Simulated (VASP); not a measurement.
# Ti5Al15H (a cell with a defect) in VASP: further runs

Runs on Ti5Al15H (a cell with a defect). Level: PBE. Tasks: single point.

All numbers are computed with VASP 6.6.1; they aren't measurements. Logs are shortened: lines on timing, memory, paths and dates and some standing lists are left out, and cuts for length are marked.

## (1) The cell of the first run

The cell holds a defect, 21 atoms: a = 7.454 Å, b = 7.454 Å, c = 7.454 Å, α = 109.32°, β = 109.55°, γ = 109.55°.

## (2) Single point, PBE

File INCAR:

```
SYSTEM = Ti5Al15H
PREC     = Accurate       ! precision mode
ENCUT    = 520            ! plane-wave cutoff, eV
EDIFF    = 1E-6           ! SCF threshold, eV
ISMEAR   = 0              ! smearing method
SIGMA    = 0.1            ! smearing width, eV
LREAL    = Auto         
LASPH    = .TRUE.         ! aspherical terms in the spheres
NELM     = 100            ! most SCF steps
ALGO     = Normal         ! electronic algorithm
ISIF     = 2              ! what is computed and relaxed
LWAVE    = .FALSE.        ! write WAVECAR
LCHARG   = .FALSE.        ! write CHGCAR
GGA      = PE             ! functional
NBANDS   = 69             ! bands
```

File KPOINTS:

```
Automatic mesh
0
Gamma
  4 4 4
  0.5 0.5 0.5
```

File POSCAR:

```
Ti5Al15H
1.0
   -5.7680202880     -1.9226734293      4.3114047964
   -1.9226734293      5.7680202880     -4.3114047964
    1.9226734293     -5.7680202880     -4.3114047964
Ti Al H
5 15 1
Direct
    0.8007682306      0.1999761236      0.5999438916
    0.4064281994      0.6033585062      0.8021208618
    0.5991712802      0.3986378351      0.1990844974
    0.2003497287      0.7998967022      0.4000348805
    0.9940439551      0.9953154393      0.9980167301
    0.3965513271      0.0945763649      0.2953692266
    0.0037876427      0.4988464926      0.4984502735
    0.1999674485      0.3003477144      0.9007556060
    0.8041890403      0.7039821774      0.1168916800
    0.5968992875      0.9098142436      0.7000486152
    0.7000324545      0.0552137448      0.1550894684
    0.3010761428      0.4493769662      0.3494355529
    0.4997866956      0.2510494881      0.7499042522
    0.0993967551      0.6479762455      0.9486188254
    0.9004881295      0.8503852949      0.5530247597
    0.4997229823      0.7499052178      0.2504341765
    0.1004249068      0.1501609397      0.4509935674
    0.2998573711      0.9500238718      0.8499649658
    0.9006504035      0.3505767537      0.0505631418
    0.6997965330      0.5323554347      0.6321657286
    0.7046749486      0.7451066694      0.8590071357
```

Potentials or basis: VASP PAW PBE potentials, release 64 (Ti_sv, Al, H).

Started as:

```console
cat potpaw_PBE.64/Ti_sv/POTCAR potpaw_PBE.64/Al/POTCAR potpaw_PBE.64/H/POTCAR > POTCAR
mpirun -np 1 vasp_std > vasp.out
```

OUTCAR:

```text
SYSTEM = Ti5Al15H
   PREC = Accurate
   ENCUT = 520
   EDIFF = 1E-6
   ISMEAR = 0
   LREAL = Auto
   LASPH = .TRUE.
   NELM = 100
   ISIF = 2
   GGA = PE

 ion  position               nearest neighbor table
   1  0.801  0.200  0.600-  10 2.68   8 2.72   7 2.73   6 2.74  20 2.78  11 2.85  14 2.88  17 2.88
                            15 2.89  16 2.89  19 2.89  13 2.90
   2  0.406  0.603  0.802-   7 2.73  10 2.74   8 2.75   9 2.75  13 2.87  16 2.89  12 2.89  18 2.90
                            11 2.90  17 2.91  14 2.91  20 2.97
   3  0.599  0.399  0.199-   9 2.67   8 2.71   6 2.73   7 2.74  20 2.78  11 2.85  12 2.88  18 2.88
                            13 2.89  19 2.89  16 2.89  15 2.90
   4  0.200  0.800  0.400-   9 2.67  10 2.67   6 2.71   7 2.71  16 2.88  19 2.88  18 2.89  17 2.89
                            13 2.89  12 2.90  14 2.90  15 2.90
   5  0.994  0.995  0.998-   6 2.73  10 2.74   8 2.75   9 2.75  15 2.87  14 2.89  17 2.89  19 2.89
                            11 2.90  18 2.91  12 2.91  20 2.98
   6  0.397  0.095  0.295-   4 2.71   5 2.73   3 2.73   1 2.74  20 2.81  11 2.85  14 2.87  18 2.87
                            16 2.87  17 2.90  12 2.90  13 2.91
   7  0.004  0.499  0.498-   4 2.71   1 2.73   2 2.73   3 2.74  20 2.81  11 2.85  12 2.86  17 2.87
                            19 2.87  18 2.89  14 2.90  15 2.91
   8  0.200  0.300  0.901-   3 2.71   1 2.72   2 2.75   5 2.75  14 2.88  12 2.88  19 2.88  15 2.88
                            16 2.89  17 2.89  13 2.89  18 2.89
   9  0.804  0.704  0.117-  21 1.98   4 2.67   3 2.67   2 2.75   5 2.75  15 2.80  17 2.84  16 2.84
                            19 2.89  11 2.92  13 2.94  14 2.95  20 3.11
  10  0.597  0.910  0.700-   4 2.67   1 2.68   5 2.74   2 2.74  13 2.81  18 2.85  19 2.85  16 2.89
                            15 2.92  11 2.92  12 2.94  20 3.09
  11  0.700  0.055  0.155-  18 2.72  19 2.72  16 2.72  17 2.72   6 2.85   3 2.85   7 2.85   1 2.85
                             5 2.90   2 2.90  10 2.92   9 2.92
  12  0.301  0.449  0.349-  16 2.71  20 2.72  19 2.72  17 2.73   7 2.86   8 2.88   3 2.88   2 2.89
                             4 2.90   6 2.90   5 2.91  10 2.94
  13  0.500  0.251  0.750-  17 2.71  20 2.72  18 2.72  19 2.73  10 2.81   2 2.87   3 2.89   8 2.89
                             4 2.89   1 2.90   6 2.91   9 2.94
  14  0.099  0.648  0.949-  19 2.71  16 2.72  20 2.72  18 2.72   6 2.87   8 2.88   1 2.88   5 2.89
                             4 2.90   7 2.90   2 2.91   9 2.95
  15  0.900  0.850  0.553-  18 2.71  20 2.71  17 2.73  16 2.73   9 2.80   5 2.87   8 2.88   1 2.89
                             4 2.90   3 2.90   7 2.91  10 2.92
  16  0.500  0.750  0.250-  12 2.71  14 2.72  11 2.72  15 2.73   9 2.84   6 2.87   4 2.88   8 2.89
                            10 2.89   1 2.89   2 2.89   3 2.89
  17  0.100  0.150  0.451-  13 2.71  11 2.72  12 2.73  15 2.73   9 2.84   7 2.87   1 2.88   8 2.89
                             4 2.89   5 2.89   6 2.90   2 2.91
  18  0.300  0.950  0.850-  15 2.71  11 2.72  14 2.72  13 2.72  10 2.85   6 2.87   3 2.88   4 2.89
                             8 2.89   7 2.89   2 2.90   5 2.91
  19  0.901  0.351  0.051-  14 2.71  11 2.72  12 2.72  13 2.73  10 2.85   7 2.87   8 2.88   4 2.88
                             9 2.89   3 2.89   1 2.89   5 2.89
  20  0.700  0.532  0.632-  21 1.88  15 2.71  12 2.72  13 2.72  14 2.72   3 2.78   1 2.78   6 2.81
                             7 2.81   2 2.97   5 2.98  10 3.09   9 3.11
  21  0.705  0.745  0.859-  20 1.88   9 1.98

[... 196 lines left out ...]
  Fermi-wavevector in a.u.,A,eV,Ry     =   1.134201  2.143330 17.502708  1.286413
  Thomas-Fermi vector in A             =   2.270905
   LORBIT       =      0    0 simple, 1 ext, 2 COOP (PROOUT), +10 PAW based schemes
   GGA     = PE    functional components
   LHFCALC =     F    Hartree Fock is set to
   AEXX    =    0.0000 exact exchange contribution
   IVDW    =     0    specifies the selected vdW correction
   LEPSILON=     F    determine dielectric tensor
   LRPA    =     F    only Hartree local field effects (RPA)
 non-spin polarized calculation
 Gauss-broadening in eV      SIGMA  =   0.10
  energy-cutoff  :      520.00
  volume of cell :      318.76
 maximum number of plane-waves:      8619
   NGX = 27   NGY = 27   NGZ = 27

 number of electron     105.9999995 magnetization

 Free energy of the ion-electron system (eV)
  ---------------------------------------------------
  ext. energy  EPLUGINS =         0.00000000
  ---------------------------------------------------
  free energy    TOTEN  =      -106.34921101 eV

  energy without entropy =     -106.30888141  energy(sigma->0) =     -106.32904621

 E-fermi :   8.3462     XC(G=0): -10.7517

 val. band max:        8.3360283769   @ k =  -0.3750  -0.1250   0.1250
 cond. band min:       8.3489566362   @ k =  -0.1250   0.3750   0.3750
 fundamental gap:      0.0129282593
 Fermi energy:         8.3462356815

 k-point     1 :       0.1250    0.1250    0.1250
  band No.  band energies     occupation
      1     -48.2799      2.00000
      2     -48.2782      2.00000
      3     -48.1843      2.00000
      4     -48.1838      2.00000
      5     -48.1827      2.00000
      6     -24.6823      2.00000
[... 1621 lines left out ...]
     64      10.1634      0.00000
     65      10.2083      0.00000

 [... further k-points ...]

 [bands above 65 left out]

------------------------ aborting loop because EDIFF is reached ----------------------------------------

  FORCE on cell =-STRESS in cart. coord.  units (eV):
  Direction    XX          YY          ZZ          XY          YZ          ZX
  --------------------------------------------------------------------------------------
  -------------------------------------------------------------------------------------
  Total        0.1035157      1.2843564      2.1847253     -0.0122618      0.0948579      0.0000938
  in kB        0.5203040      6.4555951     10.9811436     -0.0616318      0.4767871      0.0004714
  external PRESSURE =       5.9856809 kB  Pullay stress =       0.0000000 kB

 VOLUME and BASIS-vectors are now :
 -----------------------------------------------------------------------------
  energy-cutoff  :      520.00
  volume of cell :      318.76
      direct lattice vectors                 reciprocal lattice vectors
    -5.768020288 -1.922673429  4.311404796    -0.156032738 -0.052010913  0.000000000
    -1.922673429  5.768020288 -4.311404796    -0.104021826  0.052010913 -0.115971481
     1.922673429 -5.768020288 -4.311404796    -0.052010913 -0.104021826 -0.115971481

 POSITION                                       TOTAL-FORCE (eV/Angst)
 -----------------------------------------------------------------------------------
     -3.84984     -3.84664      0.00366         0.000623     -0.002148     -0.004791
     -1.96213     -1.92789     -4.30731         0.012701      0.002091      0.003550
     -3.83971     -0.00098      0.00625         0.006610      0.001100     -0.000881
     -1.92442      1.92120     -4.30960        -0.003832      0.000664     -0.003048
     -5.72847     -1.92680     -4.30834        -0.014733      0.002377     -0.001991
     -1.90126     -1.92062      0.02848         0.001489      0.000750      0.001621
[... 13 lines left out ...]
     -3.84454     -1.92119     -2.00362         0.000979      0.001655      0.002839
     -3.84559     -2.01184     -3.87784        -0.000291     -0.001662      0.002051
 -----------------------------------------------------------------------------------
    total drift:                                0.008701      0.002968     -0.004881

  FREE ENERGIE OF THE ION-ELECTRON SYSTEM (eV)
  ---------------------------------------------------
  free  energy   TOTEN  =      -106.3492110075 eV

  energy  without entropy=     -106.3088814093  energy(sigma->0) =     -106.32904621
```

OSZICAR:

```text
N       E                     dE             d eps       ncg     rms          rms(c)
DAV:   1     0.992325944748E+03    0.99233E+03   -0.45619E+04  4416   0.150E+03
DAV:   2     0.207610399448E+02   -0.97156E+03   -0.94342E+03  4416   0.439E+02
DAV:   3    -0.101252869620E+03   -0.12201E+03   -0.11851E+03  6466   0.137E+02
DAV:   4    -0.115687810040E+03   -0.14435E+02   -0.14286E+02  6880   0.390E+01
DAV:   5    -0.116593960172E+03   -0.90615E+00   -0.90440E+00  6248   0.900E+00    0.250E+01
DAV:   6    -0.110085398894E+03    0.65086E+01   -0.13340E+02  6087   0.463E+01    0.151E+01
DAV:   7    -0.106832058357E+03    0.32533E+01   -0.55528E+01  5866   0.293E+01    0.707E+00
DAV:   8    -0.106642448658E+03    0.18961E+00   -0.39726E+00  5856   0.811E+00    0.461E+00
DAV:   9    -0.106392689338E+03    0.24976E+00   -0.21681E+00  6632   0.571E+00    0.208E+00
DAV:  10    -0.106349323937E+03    0.43365E-01   -0.54544E-01  5918   0.311E+00    0.555E-01
DAV:  11    -0.106351957767E+03   -0.26338E-02   -0.37223E-02  5944   0.902E-01    0.439E-01
DAV:  12    -0.106350405072E+03    0.15527E-02   -0.10754E-02  5928   0.498E-01    0.260E-01
DAV:  13    -0.106349256643E+03    0.11484E-02   -0.12509E-02  6216   0.455E-01    0.107E-01
DAV:  14    -0.106349303807E+03   -0.47164E-04   -0.91843E-04  6296   0.162E-01    0.101E-01
DAV:  15    -0.106349209715E+03    0.94092E-04   -0.49778E-04  6152   0.108E-01    0.265E-02
DAV:  16    -0.106349211803E+03   -0.20876E-05   -0.54746E-05  6072   0.367E-02    0.974E-03
DAV:  17    -0.106349211007E+03    0.79502E-06   -0.66979E-06  4584   0.197E-02
   1 F= -.10634921E+03 E0= -.10632905E+03  d E =-.403296E-01
```

stdout:

```text
POSCAR found type information on POSCAR TiAlH
 POSCAR found :  3 types and      21 ions
 scaLAPACK will be used
 LDA part: xc-table for (Slater+PW92), standard interpolation
 POSCAR, INCAR and KPOINTS ok, starting setup
 FFT: planning ... GRIDC
 FFT: planning ... GRID_SOFT
 FFT: planning ... GRID
 WAVECAR not read
 entering main loop
```

Run time: 18 min. Hardware: 1 thread of Intel Xeon Platinum 8488C (Sapphire Rapids), shared host; peak memory 0.69 GiB.

Results:

| Item | Value |
| --- | --- |
| Free energy | -106.3492 eV |
| Pressure | 0.6 GPa |
| Largest force | 0.015 eV/Å |
| Band gap on the k mesh | zero (bands 53 and 54 overlap by 0.30 eV) |

Forces on the atoms (eV/Å):
```
Ti   0.001 -0.002 -0.005
Ti   0.013  0.002  0.004
Ti   0.007  0.001 -0.001
Ti  -0.004  0.001 -0.003
Ti  -0.015  0.002 -0.002
Al   0.001  0.001  0.002
Al   0.001  0.000 -0.002
Al   0.001  0.001 -0.001
Al   0.000 -0.003  0.002
Al   0.000  0.002  0.001
Al   0.000 -0.001  0.000
Al  -0.001 -0.002  0.003
Al   0.001 -0.003 -0.002
Al   0.000 -0.003  0.002
Al  -0.002  0.003 -0.001
Al  -0.003  0.000  0.002
Al   0.001 -0.001 -0.001
Al  -0.002 -0.002 -0.001
Al  -0.001  0.003 -0.002
Al   0.001  0.002  0.003
H    0.000 -0.002  0.002
```

Levels at points of the mesh, in eV from the Fermi level:
```
           k point  band 49  band 50  band 51  band 52  band 53  band 54  band 55  band 56  band 57  band 58
(0.12, 0.12, 0.12)    -0.76    -0.62    -0.55    -0.45    -0.03     0.10     0.45     0.89     1.10     1.30
```

## (3) Single point, PBE

File INCAR:

```
ALGO = Normal
EDIFF = 1E-6
ENCUT = 520
GGA = PE
ISIF = 2
ISMEAR = 0
LASPH = T
LCHARG = F
LREAL = Auto
LWAVE = F
NBANDS = 69
NELM = 60
PREC = Accurate
SIGMA = 0.1
```

KPOINTS is that of step 2.

File POSCAR:

```
Ti5Al15H
1.0
   -5.7680202880     -1.9226734293      4.3114047964
   -1.9226734293      5.7680202880     -4.3114047964
    1.9226734293     -5.7680202880     -4.3114047964
Ti Al H
5 15 1
Direct
    0.8006038241      0.2002234797      0.6000579437
    0.4046179596      0.6029079919      0.8018484849
    0.5992667722      0.3988869606      0.1995394822
    0.2005046172      0.7999136283      0.4000390119
    0.9957476765      0.9968453470      0.9992143401
    0.3976394474      0.0962957848      0.2970940036
    0.0026898484      0.4994884232      0.4990104950
    0.1998968177      0.2999284545      0.9003137734
    0.8042924900      0.7006428436      0.1141253504
    0.5970089265      0.9075027428      0.6975537239
    0.6999899616      0.0562128205      0.1561103366
    0.3013366135      0.4499442536      0.3499697613
    0.4999440806      0.2511417802      0.7500011212
    0.0991012811      0.6482919211      0.9490024792
    0.9003941978      0.8502249933      0.5527397359
    0.5000843021      0.7497545320      0.2496568111
    0.0995628259      0.1494480256      0.4503376052
    0.3006542823      0.9503010266      0.8501836603
    0.9003944578      0.3493173576      0.0501440861
    0.6998571778      0.5366770564      0.6365460186
    0.7044759028      0.7614767585      0.8749735680
```

Potentials or basis: VASP PAW PBE potentials, release 64 (Ti_sv, Al, H).

Started as:

```console
cat potpaw_PBE.64/Ti_sv/POTCAR potpaw_PBE.64/Al/POTCAR potpaw_PBE.64/H/POTCAR > POTCAR
mpirun -np 1 vasp_std > vasp.out
```

OUTCAR:

```text
EDIFF = 1E-6
   ENCUT = 520
   GGA = PE
   ISIF = 2
   ISMEAR = 0
   LASPH = T
   LREAL = Auto
   NELM = 60
   PREC = Accurate

 ion  position               nearest neighbor table
   1  0.801  0.200  0.600-  10 2.68   8 2.72   7 2.73   6 2.73  20 2.81  11 2.85  14 2.88  17 2.88
                            15 2.89  19 2.89  16 2.89  13 2.89
   2  0.405  0.603  0.802-   7 2.73   8 2.74  10 2.75   9 2.76  13 2.88  16 2.88  18 2.89  12 2.89
                            14 2.91  11 2.91  17 2.91  20 2.96
   3  0.599  0.399  0.200-   9 2.66   8 2.72   6 2.72   7 2.73  20 2.80  11 2.84  12 2.88  18 2.88
                            13 2.89  16 2.89  19 2.89  15 2.90
   4  0.201  0.800  0.400-   9 2.66  10 2.67   6 2.71   7 2.71  16 2.89  18 2.89  17 2.89  19 2.89
                            12 2.89  14 2.89  13 2.89  15 2.90
   5  0.996  0.997  0.999-   6 2.73   8 2.74  10 2.75   9 2.76  15 2.87  19 2.88  17 2.89  14 2.89
                            12 2.91  11 2.91  18 2.91  20 2.96
   6  0.398  0.096  0.297-   4 2.71   3 2.72   5 2.73   1 2.73  20 2.83  11 2.85  14 2.87  18 2.88
                            16 2.88  17 2.90  12 2.90  13 2.90
   7  0.003  0.499  0.499-   4 2.71   1 2.73   2 2.73   3 2.73  20 2.83  11 2.85  12 2.87  17 2.88
                            19 2.88  18 2.89  14 2.90  15 2.90
[... 263 lines left out ...]
      5     -48.1793      2.00000
      6     -24.6831      2.00000
[... 1621 lines left out ...]
     64      10.1712      0.00000
     65      10.2028      0.00000

 [... further k-points ...]

 [bands above 65 left out]

------------------------ aborting loop because EDIFF is reached ----------------------------------------

  FORCE on cell =-STRESS in cart. coord.  units (eV):
  Direction    XX          YY          ZZ          XY          YZ          ZX
  --------------------------------------------------------------------------------------
  -------------------------------------------------------------------------------------
  Total        0.1392708      1.3389260      1.9400573     -0.0057409      0.0659059      0.0017987
  in kB        0.7000207      6.7298801      9.7513625     -0.0288554      0.3312645      0.0090409
  external PRESSURE =       5.7270878 kB  Pullay stress =       0.0000000 kB

 VOLUME and BASIS-vectors are now :
 -----------------------------------------------------------------------------
  energy-cutoff  :      520.00
  volume of cell :      318.76
      direct lattice vectors                 reciprocal lattice vectors
    -5.768020288 -1.922673429  4.311404796    -0.156032738 -0.052010913  0.000000000
    -1.922673429  5.768020288 -4.311404796    -0.104021826  0.052010913 -0.115971481
     1.922673429 -5.768020288 -4.311404796    -0.052010913 -0.104021826 -0.115971481

 POSITION                                       TOTAL-FORCE (eV/Angst)
 -----------------------------------------------------------------------------------
     -3.84915     -3.84555      0.00139        -0.007877     -0.003055     -0.004997
     -1.95135     -1.92544     -4.31200        -0.030046     -0.002068      0.008038
     -3.83986     -0.00235      0.00362         0.018596      0.005027     -0.010124
     -1.92534      1.92098     -4.30903        -0.000829     -0.003331     -0.020174
     -5.73894     -1.92816     -4.31275         0.024379      0.002419      0.003895
     -1.90752     -1.92274      0.01832         0.004899      0.000947      0.003532
[... 13 lines left out ...]
     -3.84478     -1.92164     -2.04087         0.000756     -0.002868      0.016220
     -3.84521     -2.00913     -4.01812        -0.000997      0.014258      0.129109
 -----------------------------------------------------------------------------------
    total drift:                                0.006466      0.013047     -0.001456

  FREE ENERGIE OF THE ION-ELECTRON SYSTEM (eV)
  ---------------------------------------------------
  free  energy   TOTEN  =      -106.3370255399 eV

  energy  without entropy=     -106.2966410107  energy(sigma->0) =     -106.31683328
```

OSZICAR:

```text
N       E                     dE             d eps       ncg     rms          rms(c)
DAV:   1     0.990956191450E+03    0.99096E+03   -0.45662E+04  4416   0.150E+03
DAV:   2     0.202803026719E+02   -0.97068E+03   -0.94267E+03  4416   0.439E+02
DAV:   3    -0.101300431577E+03   -0.12158E+03   -0.11816E+03  6477   0.137E+02
DAV:   4    -0.115666671219E+03   -0.14366E+02   -0.14217E+02  6896   0.388E+01
DAV:   5    -0.116558653171E+03   -0.89198E+00   -0.89031E+00  6280   0.883E+00    0.250E+01
DAV:   6    -0.110083434556E+03    0.64752E+01   -0.13328E+02  6090   0.463E+01    0.151E+01
DAV:   7    -0.106810993461E+03    0.32724E+01   -0.55377E+01  5876   0.292E+01    0.707E+00
DAV:   8    -0.106619764324E+03    0.19123E+00   -0.40211E+00  5848   0.825E+00    0.451E+00
DAV:   9    -0.106381515810E+03    0.23825E+00   -0.21015E+00  6640   0.562E+00    0.209E+00
DAV:  10    -0.106337264820E+03    0.44251E-01   -0.55070E-01  5931   0.307E+00    0.554E-01
DAV:  11    -0.106339567757E+03   -0.23029E-02   -0.36388E-02  5952   0.850E-01    0.434E-01
DAV:  12    -0.106338108102E+03    0.14597E-02   -0.10675E-02  5976   0.492E-01    0.249E-01
DAV:  13    -0.106337064329E+03    0.10438E-02   -0.11115E-02  6168   0.443E-01    0.103E-01
DAV:  14    -0.106337110669E+03   -0.46340E-04   -0.89794E-04  6320   0.161E-01    0.102E-01
DAV:  15    -0.106337025381E+03    0.85288E-04   -0.48290E-04  6080   0.114E-01    0.253E-02
DAV:  16    -0.106337026924E+03   -0.15430E-05   -0.48765E-05  5960   0.352E-02    0.772E-03
DAV:  17    -0.106337025913E+03    0.10105E-05   -0.39043E-06  4112   0.130E-02    0.422E-03
DAV:  18    -0.106337025540E+03    0.37321E-06   -0.11986E-06  3352   0.873E-03
   1 F= -.10633703E+03 E0= -.10631683E+03  d E =-.403845E-01
```

Wall time 24 min (1 thread of Intel Xeon Platinum 8488C (Sapphire Rapids), shared host); peak memory 0.68 GiB.

Results:

| Quantity | Value |
| --- | --- |
| Free energy | -106.3370 eV |
| Pressure | 0.6 GPa |
| Largest force | 0.130 eV/Å |
| Band gap on the k mesh | zero (bands 53 and 54 overlap by 0.30 eV) |

Forces on the atoms (eV/Å):
```
Ti  -0.008 -0.003 -0.005
Ti  -0.030 -0.002  0.008
Ti   0.019  0.005 -0.010
Ti  -0.001 -0.003 -0.020
Ti   0.024  0.002  0.004
Al   0.005  0.001  0.004
Al  -0.005 -0.002  0.001
Al  -0.001  0.003 -0.002
Al   0.000 -0.003 -0.017
Al   0.000  0.002 -0.018
Al   0.001 -0.002 -0.015
Al   0.005 -0.003 -0.001
Al   0.004 -0.001 -0.004
Al  -0.006 -0.003  0.003
Al  -0.005  0.001 -0.006
Al   0.005 -0.002 -0.020
Al  -0.003 -0.003 -0.017
Al   0.002 -0.002 -0.014
Al  -0.006  0.004 -0.017
Al   0.001 -0.003  0.016
H   -0.001  0.014  0.129
```

Stress tensor (GPa, compression positive):
```
0.07 0.00 0.00
0.00 0.67 0.03
0.00 0.03 0.98
```
